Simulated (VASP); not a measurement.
Set up this calculation in VASP 6.6.1, as the native input.

```
Task                               : single point
Functional                         : HSE06
Potentials or basis                : VASP PAW PBE potentials, release 64 (B, N)
Cutoff                             : 520 eV
k mesh                             : 8 × 8 × 8
Occupations                        : gaussian, width 0.01 eV
Spin                               : no spin polarisation
Dipole correction                  : no
Grid for exact exchange (PRECFOCK) : Normal
Further INCAR settings             : ALGO = Normal; EDIFF = 1e-07; NBANDS = 11
Share of exact exchange            : 0.25
Screening parameter                : 0.2079 1/Å
```

Crystal: BN.

```
CELL_PARAMETERS angstrom
0.02794 1.79667 1.79667
1.79667 0.02794 1.79667
1.79667 1.79667 0.02794
ATOMIC_POSITIONS crystal
B 0.00014 0.00014 0.00014
N 0.24986 0.24986 0.24986
```

This cell differs from its parent crystal: epitaxial 111 strain -2.0%.

The input as run:

POSCAR

```
BN
1.0
    0.0279397916      1.7966687473      1.7966687473
    1.7966687473      0.0279397916      1.7966687473
    1.7966687473      1.7966687473      0.0279397916
B N
1 1
Direct
    0.0001412061      0.0001412061      0.0001412061
    0.2498587939      0.2498587939      0.2498587939
```

INCAR.step1

```
PREC     = Accurate       # precision mode
ENCUT    = 520            # plane-wave cutoff, eV
EDIFF    = 1E-5           # SCF threshold, eV
ISMEAR   = 0              # smearing method
SIGMA    = 0.01           # smearing width, eV
LREAL    = F              # projectors in reciprocal space
LASPH    = T              # aspherical terms in the spheres
NELM     = 80             # most SCF steps
ALGO     = Normal         # electronic algorithm
ISIF     = 2              # what is computed and relaxed
LWAVE    = T              # write WAVECAR
LCHARG   = F              # write CHGCAR
GGA      = PE             # functional
NBANDS   = 11             # bands
```

INCAR.step2

```
PREC     = Accurate       # precision mode
ENCUT    = 520            # plane-wave cutoff, eV
EDIFF    = 1E-7           # SCF threshold, eV
ISMEAR   = 0              # smearing method
SIGMA    = 0.01           # smearing width, eV
LREAL    = F              # projectors in reciprocal space
LASPH    = T              # aspherical terms in the spheres
NELM     = 80             # most SCF steps
ALGO     = Normal         # electronic algorithm
ISIF     = 2              # what is computed and relaxed
LWAVE    = F              # write WAVECAR
LCHARG   = F              # write CHGCAR
GGA      = PE             # functional
LHFCALC  = T              # exact exchange
HFSCREEN = 0.2079         # screening, 1/A
PRECFOCK = Normal       
ISTART   = 1            
NBANDS   = 11             # bands
```

KPOINTS

```
regular mesh
0
Gamma
  8 8 8
```

Potentials or basis: VASP PAW PBE potentials, release 64 (B, N).

Launch:

```bash
$ cat potpaw_PBE.64/B/POTCAR potpaw_PBE.64/N/POTCAR > POTCAR
$ cp INCAR.step1 INCAR
$ mpirun -np 1 vasp_std > vasp.out
$ cp INCAR.step2 INCAR
$ mpirun -np 1 vasp_std > vasp.out
```

Results of the run:

```yaml
Pressure: 11.9 GPa
Largest_force: 0.025 eV/Å
Band_gap_on_the_k_mesh: 5.77 eV (least direct gap 10.16 eV)
```

Caveat: the cell differs from its parent crystal (epitaxial 111 strain -2.0%); the cell stands under pressure; the PAW data sets were made with another functional, which shifts forces and pressure a little.

Run time: 48 min on 1 thread of Intel Xeon 8259CL, on a shared host, peak memory 0.23 GiB.
